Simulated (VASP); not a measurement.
# AlN (P6_3mc) in VASP: a series of runs

Aim: see how the results for AlN move with the level of theory and the settings. Levels: LDA, r2SCAN. Tasks: single point, relaxation of cell and atoms.

Everything below comes from runs of VASP 6.6.1. Logs are shortened: lines on timing, memory, paths and dates and some standing lists are left out, and cuts for length are marked.

**1. The cell of the first run**

It takes space group P6_3mc (No. 186, hexagonal). The conventional cell has a = 3.078 Å, b = 3.078 Å, c = 9.968 Å, α = 90.00°, β = 90.00°, γ = 120.00°. Within 2.5 Å of Al (site symmetry 3m) lie 4 N at 1.88 to 1.89 Å. Within 2.5 Å of Al (site symmetry 3m) lie 4 N at 1.88 Å. Within 2.5 Å of N (site symmetry 3m) lie 4 Al at 1.88 to 1.89 Å. Within 2.5 Å of N (site symmetry 3m) lie 4 Al at 1.88 Å.

**2. Single point, LDA**

INCAR

```
SYSTEM = AlN
ALGO = Normal ; EDIFF = 1E-6
ENCUT = 520 ; GGA = CA
ISIF = 2 ; ISMEAR = -1
LASPH = .TRUE. ; LCHARG = .FALSE.
LREAL = .FALSE. ; LWAVE = .FALSE.
NBANDS = 26 ; NELM = 100
PREC = Accurate ; SIGMA = 0.02
```

KPOINTS

```
k-points
0
G
  12 12 2
  0 0 0
```

POSCAR

```
AlN
1.0
    3.0783237209      0.0000000000      0.0000000000
   -1.5391618604      2.6659065434      0.0000000000
    0.0000000000      0.0000000000      9.9680958324
Al N
4 4
Direct
    0.0000000000      0.0000000000     -0.0012928919
    0.3333333333      0.6666666667      0.2498012287
    0.0000000000      0.0000000000      0.4987071081
    0.6666666667      0.3333333333      0.7498012287
    0.0000000000      0.0000000000      0.1882368615
    0.3333333333      0.6666666667      0.4382548017
    0.0000000000      0.0000000000      0.6882368615
    0.6666666667      0.3333333333      0.9382548017
```

Potentials or basis: VASP PAW LDA potentials, release 64 (Al, N).

The run is started by

```console
cat potpaw_LDA.64/Al/POTCAR potpaw_LDA.64/N/POTCAR > POTCAR
mpirun -np 1 vasp_std > vasp.out
```

OUTCAR:

```text
SYSTEM = AlN
   EDIFF = 1E-6
   ENCUT = 520
   GGA = CA
   ISIF = 2
   ISMEAR = -1
   LASPH = .TRUE.
   LREAL = .FALSE.
   NELM = 100
   PREC = Accurate

 ion  position               nearest neighbor table
   1  0.000  0.000  0.999-   8 1.88   8 1.88   8 1.88   5 1.89   4 3.05   4 3.05   4 3.05   2 3.07
                             2 3.07   2 3.07
   2  0.333  0.667  0.250-   6 1.88   5 1.88   5 1.88   5 1.88   3 3.05   3 3.05   3 3.05   1 3.07
                             1 3.07   1 3.07
   3  0.000  0.000  0.499-   6 1.88   6 1.88   6 1.88   7 1.89   2 3.05   2 3.05   2 3.05   4 3.07
                             4 3.07   4 3.07
   4  0.667  0.333  0.750-   8 1.88   7 1.88   7 1.88   7 1.88   1 3.05   1 3.05   1 3.05   3 3.07
                             3 3.07   3 3.07
   5  0.000  0.000  0.188-   2 1.88   2 1.88   2 1.88   1 1.89
   6  0.333  0.667  0.438-   3 1.88   3 1.88   3 1.88   2 1.88
   7  0.000  0.000  0.688-   4 1.88   4 1.88   4 1.88   3 1.89
   8  0.667  0.333  0.938-   1 1.88   1 1.88   1 1.88   4 1.88

  LATTYP: Found a hexagonal cell.
 ALAT       =     3.0783237209
 C/A-ratio  =     3.2381571063

  Lattice vectors:

 A1 = (   3.0783237209,   0.0000000000,   0.0000000000)
 A2 = (  -1.5391618604,   2.6659065434,   0.0000000000)
 A3 = (   0.0000000000,   0.0000000000,   9.9680958324)

Analysis of symmetry for initial positions (statically):
=====================================================================
 Subroutine PRICEL returns:
 Original cell was already a primitive cell.

 Routine SETGRP: Setting up the symmetry group for a
 hexagonal supercell.

 Subroutine GETGRP returns: Found 12 space group operations
 (whereof  6 operations were pure point group operations)
 out of a pool of 24 trial point group operations.

The static configuration has the point symmetry C_3v.
 The point group associated with its full space group is C_6v.

Analysis of symmetry for dynamics (positions and initial velocities):
=====================================================================
 Subroutine PRICEL returns:
 Original cell was already a primitive cell.

 Routine SETGRP: Setting up the symmetry group for a
 hexagonal supercell.

[... 111 lines left out ...]
   ISPIN  =      1    spin polarized calculation?
   LNONCOLLINEAR =      F non collinear calculations
   LSORBIT =      F    spin-orbit coupling
   LASPH  =      T    aspherical Exc in radial PAW
   ENCUT  =  520.0 eV  38.22 Ry    6.18 a.u.   5.72  5.72 18.53*2*pi/ulx,y,z
   NELM   =    100;   NELMIN=  2; NELMDL= -5     # of ELM steps
   EDIFF  = 0.1E-05   stopping-criterion for ELM
   LREAL  =      F    real-space projection
   EDIFFG = 0.1E-04   stopping-criterion for IOM
   NSW    =      0    number of steps for IOM
   IBRION =     -1    ionic relax: 0-MD 1-quasi-New 2-CG
   NFREE  =      0    steps in history (QN), initial steepest desc. (CG)
   ISIF   =      2    stress and relaxation
   ISYM   =      2    0-nonsym 1-usesym 2-fastsym
   POTIM  = 0.5000    time-step for ionic-motion
   TEBEG  =    0.0;   TEEND  =   0.0 temperature during run
   PSTRESS=    0.0 pullay stress
   NELECT =      32.0000    total number of electrons
   NUPDOWN=      -1.0000    fix difference up-down
   EMIN   =  10.00;   EMAX   =-10.00  energy-range for DOS
   EFERMI =   0.00;   METHOD = LEGACY
   ISMEAR =    -1;   SIGMA  =   0.02  broadening in eV -4-tet -1-fermi 0-gaus
   EFERMI_NEDOS =   21; number of points for ismear=-14 and -15
   IALGO  =     38    algorithm
   IMIX   =      4    mixing-type and parameters
     AMIX     =   0.40;   BMIX     =  1.00
     AMIX_MAG =   1.60;   BMIX_MAG =  1.00
  volume/ion in A,a.u.               =      10.23        69.00
  Fermi-wavevector in a.u.,A,eV,Ry     =   1.197295  2.262559 19.504147  1.433514
  Thomas-Fermi vector in A             =   2.333213
   LORBIT       =      0    0 simple, 1 ext, 2 COOP (PROOUT), +10 PAW based schemes
   GGA     = CA    functional components
   LHFCALC =     F    Hartree Fock is set to
   AEXX    =    0.0000 exact exchange contribution
   IVDW    =     0    specifies the selected vdW correction
   LEPSILON=     F    determine dielectric tensor
   LRPA    =     F    only Hartree local field effects (RPA)
 non-spin polarized calculation
  energy-cutoff  :      520.00
  volume of cell :       81.80
 maximum number of plane-waves:      2240
 NGX is ok and might be reduce to    24
   NGX = 11   NGY = 11   NGZ = 37

 number of electron      32.0000001 magnetization

 Free energy of the ion-electron system (eV)
  ---------------------------------------------------
  ext. energy  EPLUGINS =         0.00000000
  ---------------------------------------------------
  free energy    TOTEN  =       -65.58764497 eV

  energy without entropy =      -65.58764497  energy(sigma->0) =      -65.58764497

 E-fermi :   6.3597     XC(G=0): -11.3427

 val. band max:        5.9790110744   @ k =   0.0000   0.0000   0.0000
 cond. band min:       9.9323580175   @ k =   0.5000   0.0000   0.0000
 fundamental gap:      3.9533469431
 Fermi energy:         6.3597472149

 k-point     1 :       0.0000    0.0000    0.0000
  band No.  band energies     occupation
      1      -9.0554      2.00000
      2      -8.1657      2.00000
      3      -8.1257      2.00000
      4      -6.8300      2.00000
      5      -0.0798      2.00000
      6       2.6188      2.00000
[... 685 lines left out ...]
     25      17.4683      0.00000
     26      17.4690      0.00000

 [... further k-points ...]
[... 5 lines left out ...]
  --------------------------------------------------------------------------------------
  -------------------------------------------------------------------------------------
  Total        0.3018745      0.3018745      0.2988141      0.0000000      0.0000000      0.0000000
  in kB        5.9124247      5.9124247      5.8524839      0.0000000      0.0000000      0.0000000
  external PRESSURE =       5.8924445 kB  Pullay stress =       0.0000000 kB

 VOLUME and BASIS-vectors are now :
 -----------------------------------------------------------------------------
  energy-cutoff  :      520.00
  volume of cell :       81.80
      direct lattice vectors                 reciprocal lattice vectors
     3.078323721  0.000000000  0.000000000     0.324852124  0.187553461  0.000000000
    -1.539161860  2.665906543  0.000000000     0.000000000  0.375106923  0.000000000
     0.000000000  0.000000000  9.968095832     0.000000000  0.000000000  0.100320063

 POSITION                                       TOTAL-FORCE (eV/Angst)
 -----------------------------------------------------------------------------------
      0.00000      0.00000      9.95521         0.000000      0.000000      0.001463
     -0.00000      1.77727      2.49004         0.000000     -0.000000     -0.001778
      0.00000      0.00000      4.97116        -0.000000     -0.000000      0.001463
      1.53916      0.88864      7.47409        -0.000000      0.000000     -0.001778
      0.00000      0.00000      1.87636         0.000000     -0.000000     -0.001448
     -0.00000      1.77727      4.36857        -0.000000     -0.000000      0.001763
      0.00000      0.00000      6.86041        -0.000000      0.000000     -0.001448
      1.53916      0.88864      9.35261        -0.000000      0.000000      0.001763
 -----------------------------------------------------------------------------------
    total drift:                                0.000000      0.000000     -0.000824

  FREE ENERGIE OF THE ION-ELECTRON SYSTEM (eV)
  ---------------------------------------------------
  free  energy   TOTEN  =       -65.5876449729 eV

  energy  without entropy=      -65.5876449728  energy(sigma->0) =      -65.58764497
```

OSZICAR:

```text
N       E                     dE             d eps       ncg     rms          rms(c)
DAV:   1     0.987825138393E+02    0.98783E+02   -0.14595E+04  1992   0.109E+03
DAV:   2    -0.673842318832E+02   -0.16617E+03   -0.15508E+03  2614   0.219E+02
DAV:   3    -0.758029244427E+02   -0.84187E+01   -0.83766E+01  2660   0.497E+01
DAV:   4    -0.758660408145E+02   -0.63116E-01   -0.63084E-01  2392   0.502E+00
DAV:   5    -0.758667912519E+02   -0.75044E-03   -0.75026E-03  2692   0.537E-01    0.175E+01
DAV:   6    -0.658027585455E+02    0.10064E+02   -0.32794E+01  2304   0.297E+01    0.626E+00
DAV:   7    -0.657103878337E+02    0.92371E-01   -0.13582E+00  2488   0.562E+00    0.404E+00
DAV:   8    -0.655988077620E+02    0.11158E+00   -0.14650E-01  2344   0.254E+00    0.666E-01
DAV:   9    -0.655875242135E+02    0.11284E-01   -0.19756E-02  2654   0.705E-01    0.264E-01
DAV:  10    -0.655877619050E+02   -0.23769E-03   -0.18692E-03  2300   0.221E-01    0.126E-01
DAV:  11    -0.655876441347E+02    0.11777E-03   -0.33563E-04  2428   0.106E-01    0.244E-02
DAV:  12    -0.655876449729E+02   -0.83818E-06   -0.92670E-06  2498   0.173E-02
   1 F= -.65587645E+02 E0= -.65587645E+02  d E =-.340099E-10
```

It took 34 s on 1 thread of AMD EPYC 9R45 (Zen 5), shared host; peak memory 0.17 GiB.

Results:

- Free energy: -65.5876 eV
- Pressure: 0.6 GPa
- Band gap on the k mesh: 3.95 eV, indirect (least direct gap 4.41 eV)

Levels at points of the mesh, in eV from the valence-band top:
| k point | band 12 | band 13 | band 14 | band 15 | band 16 | band 17 | band 18 | band 19 | band 20 | band 21 |
| --- | --- | --- | --- | --- | --- | --- | --- | --- | --- | --- |
| (0.00, 0.00, 0.00) | -0.36 | -0.36 | -0.10 | -0.10 | 0.00 | 4.41 | 6.47 | 6.74 | 7.10 | 10.21 |
| (0.50, 0.00, 0.00) | -1.36 | -1.33 | -1.29 | -0.77 | -0.59 | 3.95 | 4.61 | 6.96 | 7.25 | 8.05 |
| (0.00, 0.00, 0.50) | -0.59 | -0.19 | -0.19 | -0.19 | -0.19 | 5.32 | 5.32 | 7.10 | 7.10 | 10.18 |
| (0.50, 0.00, 0.50) | -1.79 | -1.37 | -1.37 | -0.83 | -0.83 | 4.53 | 4.53 | 6.63 | 6.63 | 8.74 |

A k mesh can miss the band edges.

**3. Relaxation of cell and atoms, LDA**

This run uses another cell than the first one, of 10.66 Å³/atom, 1.042 times its volume.

INCAR

```
ALGO = Normal
EDIFF = 1E-7
EDIFFG = -0.005
ENCUT = 600
IBRION = 2
ISIF = 3
ISMEAR = -1
LASPH = T
LCHARG = F
LREAL = F
LWAVE = F
NELM = 100
NSW = 80
PREC = Accurate
SIGMA = 0.02
```

KPOINTS

```
k-points
0
Gamma
  12 12 2
```

POSCAR

```
AlN
1.0
    3.1206867641      0.0000000000      0.0000000000
   -1.5603433820      2.7025940149      0.0000000000
    0.0000000000      0.0000000000     10.1114287924
Al N
4 4
Direct
    0.0000000000      0.0000000000     -0.0012519071
    0.3333333333      0.6666666667      0.2498316790
    0.0000000000      0.0000000000      0.4987480929
    0.6666666667      0.3333333333      0.7498316790
    0.0000000000      0.0000000000      0.1882172310
    0.3333333333      0.6666666667      0.4382029971
    0.0000000000      0.0000000000      0.6882172310
    0.6666666667      0.3333333333      0.9382029971
```

Potentials or basis: VASP PAW LDA potentials, release 64 (Al, N).

The run is started by

```console
cat potpaw_LDA.64/Al/POTCAR potpaw_LDA.64/N/POTCAR > POTCAR
mpirun -np 1 vasp_std > vasp.out
```

OUTCAR:

```text
EDIFF = 1E-7
   EDIFFG = -0.005
   ENCUT = 600
   IBRION = 2
   ISIF = 3
   ISMEAR = -1
   LASPH = T
   LREAL = F
   NELM = 100
   NSW = 80
   PREC = Accurate

 ion  position               nearest neighbor table
   1  0.000  0.000  0.999-   8 1.90   8 1.90   8 1.90   5 1.92   4 3.10   4 3.10   4 3.10   2 3.11
                             2 3.11   2 3.11
   2  0.333  0.667  0.250-   6 1.90   5 1.91   5 1.91   5 1.91   3 3.10   3 3.10   3 3.10   1 3.11
                             1 3.11   1 3.11
   3  0.000  0.000  0.499-   6 1.90   6 1.90   6 1.90   7 1.92   2 3.10   2 3.10   2 3.10   4 3.11
                             4 3.11   4 3.11
   4  0.667  0.333  0.750-   8 1.90   7 1.91   7 1.91   7 1.91   1 3.10   1 3.10   1 3.10   3 3.11
                             3 3.11   3 3.11
   5  0.000  0.000  0.188-   2 1.91   2 1.91   2 1.91   1 1.92
   6  0.333  0.667  0.438-   3 1.90   3 1.90   3 1.90   2 1.90
   7  0.000  0.000  0.688-   4 1.91   4 1.91   4 1.91   3 1.92
   8  0.667  0.333  0.938-   1 1.90   1 1.90   1 1.90   4 1.90

  LATTYP: Found a hexagonal cell.
 ALAT       =     3.1206867641
 C/A-ratio  =     3.2401293551

  Lattice vectors:

 A1 = (   3.1206867641,   0.0000000000,   0.0000000000)
 A2 = (  -1.5603433820,   2.7025940149,   0.0000000000)
 A3 = (   0.0000000000,   0.0000000000,  10.1114287924)

Analysis of symmetry for initial positions (statically):
=====================================================================
 Subroutine PRICEL returns:
 Original cell was already a primitive cell.

 Routine SETGRP: Setting up the symmetry group for a
 hexagonal supercell.

 Subroutine GETGRP returns: Found 12 space group operations
 (whereof  6 operations were pure point group operations)
 out of a pool of 24 trial point group operations.

The static configuration has the point symmetry C_3v.
 The point group associated with its full space group is C_6v.

Analysis of symmetry for dynamics (positions and initial velocities):
=====================================================================
 Subroutine PRICEL returns:
 Original cell was already a primitive cell.

 Routine SETGRP: Setting up the symmetry group for a
 hexagonal supercell.

[... 143 lines left out ...]
   LHFCALC =     F    Hartree Fock is set to
   AEXX    =    0.0000 exact exchange contribution
   IVDW    =     0    specifies the selected vdW correction
   LEPSILON=     F    determine dielectric tensor
   LRPA    =     F    only Hartree local field effects (RPA)
 conjugate gradient relaxation of ions
 non-spin polarized calculation
  energy-cutoff  :      600.00
  volume of cell :       85.28
 maximum number of plane-waves:      2884
 NGX is ok and might be reduce to    28
   NGX = 13   NGY = 13   NGZ = 41

--------------------------------------- Ionic step        1  -------------------------------------------

 number of electron      32.0000000 magnetization

 Free energy of the ion-electron system (eV)
  ---------------------------------------------------
  ext. energy  EPLUGINS =         0.00000000
  ---------------------------------------------------
  free energy    TOTEN  =       -65.51341324 eV

  energy without entropy =      -65.51341324  energy(sigma->0) =      -65.51341324

------------------------ aborting loop because EDIFF is reached ----------------------------------------

  FORCE on cell =-STRESS in cart. coord.  units (eV):
  Direction    XX          YY          ZZ          XY          YZ          ZX
  --------------------------------------------------------------------------------------
  -------------------------------------------------------------------------------------
  Total       -4.1003338     -4.1003338     -4.0587500     -0.0000000      0.0000000      0.0000000
  in kB      -77.0346789    -77.0346789    -76.2534268     -0.0000000      0.0000000      0.0000000
  external PRESSURE =     -76.7742615 kB  Pullay stress =       0.0000000 kB
[... 239 lines left out ...]
--------------------------------------- Ionic step        7  -------------------------------------------

 number of electron      32.0000001 magnetization

 Free energy of the ion-electron system (eV)
  ---------------------------------------------------
  ext. energy  EPLUGINS =         0.00000000
  ---------------------------------------------------
  free energy    TOTEN  =       -65.59442420 eV

  energy without entropy =      -65.59442420  energy(sigma->0) =      -65.59442420

 E-fermi :   6.4100     XC(G=0): -11.3319

 val. band max:        5.9535032295   @ k =   0.0000   0.0000   0.0000
 cond. band min:       9.9054518240   @ k =   0.5000   0.0000   0.0000
 fundamental gap:      3.9519485946
 Fermi energy:         6.4099618060

 k-point     1 :       0.0000    0.0000    0.0000
  band No.  band energies     occupation
      1      -9.0652      2.00000
      2      -8.1782      2.00000
      3      -8.1385      2.00000
      4      -6.8481      2.00000
      5      -0.0937      2.00000
      6       2.5972      2.00000
[... 565 lines left out ...]
     20      12.8933      0.00000
     21      14.9575      0.00000

 [... further k-points ...]
[... 5 lines left out ...]
  --------------------------------------------------------------------------------------
  -------------------------------------------------------------------------------------
  Total       -0.0006871     -0.0006871     -0.0105844     -0.0000000      0.0000000      0.0000000
  in kB       -0.0134243     -0.0134243     -0.2067998     -0.0000000      0.0000000      0.0000000
  external PRESSURE =      -0.0778828 kB  Pullay stress =       0.0000000 kB
[... 23 lines left out ...]
  FREE ENERGIE OF THE ION-ELECTRON SYSTEM (eV)
  ---------------------------------------------------
  free  energy   TOTEN  =       -65.5944242018 eV

  energy  without entropy=      -65.5944242018  energy(sigma->0) =      -65.59442420

 reached required accuracy - stopping structural energy minimisation
```

OSZICAR:

```text
N       E                     dE             d eps       ncg     rms          rms(c)
DAV:   1     0.133114949662E+03    0.13311E+03   -0.16009E+04  1596   0.150E+03
DAV:   2    -0.649666509592E+02   -0.19808E+03   -0.18927E+03  2294   0.266E+02
DAV:   3    -0.753267308742E+02   -0.10360E+02   -0.10314E+02  1971   0.664E+01
DAV:   4    -0.754317922909E+02   -0.10506E+00   -0.10498E+00  1936   0.759E+00
[... 55 lines left out ...]
DAV:   1    -0.655944275243E+02   -0.12349E-04   -0.10939E-03  1606   0.249E-01    0.119E-02
DAV:   2    -0.655944252975E+02    0.22268E-05   -0.17248E-05  1921   0.275E-02    0.579E-03
DAV:   3    -0.655944243618E+02    0.93573E-06   -0.12849E-06  1936   0.758E-03    0.208E-03
DAV:   4    -0.655944242077E+02    0.15409E-06   -0.26783E-07  1370   0.356E-03    0.535E-04
DAV:   5    -0.655944242018E+02    0.58717E-08   -0.30742E-08   818   0.121E-03
   7 F= -.65594424E+02 E0= -.65594424E+02  d E =-.904896E-05
```

Wall time 3 min (1 thread of AMD EPYC 9R45 (Zen 5), shared host); peak memory 0.2 GiB.

Results:

* Free energy: -65.5944 eV
* Relaxed volume: 10.25 Å³/atom
* Relaxed cell: a = 3.081 Å, b = 3.081 Å, c = 9.977 Å, α = 90.00°, β = 90.00°, γ = 120.00°
* Space group after relaxing (to 0.05 Å): P6_3mc (No. 186)
* Energy gained by relaxing: 10.1 meV/atom
* Ionic steps: 7
* Pressure after relaxing: 0.0 GPa
* Band gap on the k mesh: 3.95 eV, indirect (least direct gap 4.39 eV)

Forces on the atoms (eV/Å):
```
Al   0.000  0.000 -0.001
Al   0.000  0.000  0.000
Al   0.000  0.000 -0.001
Al   0.000  0.000  0.000
N    0.000  0.000  0.002
N    0.000  0.000  0.000
N    0.000  0.000  0.002
N    0.000  0.000  0.000
```

Step by step:
| step | energy change (eV) | largest force (eV/Å) | pressure (GPa) | volume (Å³) |
| --- | --- | --- | --- | --- |
| 1 | 0.0000 | 0.0051 | -7.68 | 85.28 |
| 2 | -0.0106 | 0.0254 | 8.08 | 79.13 |
| 3 | -0.0810 | 0.0102 | -0.05 | 82.02 |
| 4 | -0.0810 | 0.0105 | 0.12 | 81.96 |
| 5 | -0.0810 | 0.0069 | -0.10 | 82.04 |
| 6 | -0.0810 | 0.0058 | -0.03 | 82.01 |
| 7 | -0.0810 | 0.0023 | -0.01 | 82.00 |

Final structure:
```
CELL_PARAMETERS angstrom
3.08069 0.00000 0.00000
-1.54035 2.66796 0.00000
0.00000 0.00000 9.97703
ATOMIC_POSITIONS crystal
Al 0.00000 0.00000 0.99872
Al 0.33333 0.66667 0.24980
Al 0.00000 0.00000 0.49872
Al 0.66667 0.33333 0.74980
N 0.00000 0.00000 0.18822
N 0.33333 0.66667 0.43825
N 0.00000 0.00000 0.68822
N 0.66667 0.33333 0.93825
```

Levels at points of the mesh, in eV from the valence-band top:
```tsv
k point	band 12	band 13	band 14	band 15	band 16	band 17	band 18	band 19	band 20	band 21
(0.00, 0.00, 0.00)	-0.36	-0.36	-0.10	-0.10	0.00	4.39	6.45	6.72	7.08	10.20
(0.50, 0.00, 0.00)	-1.35	-1.33	-1.29	-0.77	-0.58	3.95	4.61	6.95	7.24	8.04
(0.00, 0.00, 0.50)	-0.59	-0.18	-0.18	-0.18	-0.18	5.30	5.30	7.08	7.08	10.16
(0.50, 0.00, 0.50)	-1.79	-1.37	-1.37	-0.83	-0.83	4.52	4.52	6.62	6.62	8.72
```

A k mesh can miss the band edges. As with any semilocal functional, this LDA gap is likely too small.

[end of part 1 of 2]
